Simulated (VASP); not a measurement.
Wanted: the native input for a VASP 6.6.1 run.

- Task: single point
- Functional: PBEsol
- Potentials or basis: VASP PAW PBE potentials, release 64 (Sc_sv, Al)
- Cutoff: 520 eV
- k mesh: 7 × 7 × 7
- Occupations: fermi-dirac, width 0.05 eV
- Spin: no spin polarisation
- Dipole correction: no
- Further INCAR settings: ALGO = Fast; EDIFF = 1e-07; NBANDS = 18

The structure of ScAl3 lies in POSCAR:

```
ScAl3
1.0
    3.9502497054      0.0000000000      0.0000000000
    0.0000000000      3.9502497054      0.0000000000
    0.0000000000      0.0000000000      3.9502497054
Sc Al
1 3
Direct
    0.0000000000      0.0000000000      0.0000000000
    0.5000000000      0.5000000000      0.0000000000
    0.0000000000      0.5000000000      0.5000000000
    0.5000000000      0.0000000000      0.5000000000
```

One way to write it, as run:

INCAR

```
SYSTEM = ScAl3
PREC = Accurate
ENCUT = 520
EDIFF = 1E-7
ISMEAR = -1
SIGMA = 0.05
LREAL = .FALSE.
LASPH = .TRUE.
NELM = 100
ALGO = Fast
ISIF = 2
LWAVE = .FALSE.
LCHARG = .FALSE.
GGA = PS
NBANDS = 18
```

KPOINTS

```
Automatic mesh
0
G
  7 7 7
  0 0 0
```

Potentials or basis: VASP PAW PBE potentials, release 64 (Sc_sv, Al).

Launch:

```bash
$ cat potpaw_PBE.64/Sc_sv/POTCAR potpaw_PBE.64/Al/POTCAR > POTCAR
$ mpirun -np 1 vasp_std > vasp.out
```

Results of the run:

The pressure is 10.2 GPa and the band gap on the k mesh is zero (bands 10 and 11 overlap by 3.79 eV).

Caveat: the cell stands under pressure; the PAW data sets were made with another functional, which shifts forces and pressure a little.

It took 24 s on 1 thread of AMD EPYC 9R45 96-Core Processor (Zen 5) (shared host), peak memory 0.14 GiB.
